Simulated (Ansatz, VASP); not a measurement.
## Te2Mo, level by level in two programs

```xyz
12
Lattice="6.2444 0.0000 0.0000 0.0000 3.4221 0.0000 -0.9340 0.0000 13.6407" Properties=species:S:1:pos:R:3 pbc="T T T"
Te    5.3283    2.5666    8.2458
Te   -0.0178    0.8555    5.3949
Te    4.8435    0.8555   11.6137
Te    0.4669    2.5666    2.0270
Te    1.7313    2.5666   12.2153
Te    3.5791    0.8555    1.4255
Te    2.1619    0.8555    8.8447
Te    3.1485    2.5666    4.7961
Mo    4.1728    2.5666   13.5398
Mo    1.1377    0.8555    0.1009
Mo    3.7973    0.8555    6.7303
Mo    1.5132    2.5666    6.9104
```

Single points on this cell with VASP 6.6.1 and Ansatz 0.2.0. Each row is one pair of runs. Alike in all rows: spin: off; k mesh: 4 × 8 × 2; smearing: fermi-dirac, width 0.05 eV; VASP's potentials, cutoff: VASP PAW PBE potentials, release 64 (Te, Mo_sv), 520 eV.

| level | Ansatz's potentials, cutoff | gap on the k mesh at the Fermi level (eV), VASP | gap on the k mesh at the Fermi level (eV), Ansatz | pressure (GPa), VASP | pressure (GPa), Ansatz | rms of the force components (eV/Å), VASP | rms of the force components (eV/Å), Ansatz |
| --- | --- | --- | --- | --- | --- | --- | --- |
| PBE | Ansatz PAW polarizable, 420 eV | none | none | 7.2 | 7.2 | 0.306 | 0.301 |
| RPBE+D3(BJ) | Ansatz PAW, 420 eV | none | ? | -14.6 | ? | 0.192 | ? |
| PBE | Ansatz PAW, 420 eV | none | none | 7.2 | 7.2 | 0.306 | 0.301 |
| PBE exchange alone | Ansatz PAW, 420 eV | none | none | 22.1 | 22.0 | 0.756 | 0.743 |

Q: Fill in what Ansatz gave in row 2.

A: gap on the k mesh at the Fermi level (eV): none; pressure (GPa): -14.5; rms of the force components (eV/Å): 0.194.

VASP's potentials hold 104 valence electrons a cell and Ansatz's 184, so a difference there can come from the potentials and not from the codes.

A gap of «none» marks a metal or a gap that the smearing closes.

Spin-orbit coupling is off throughout.
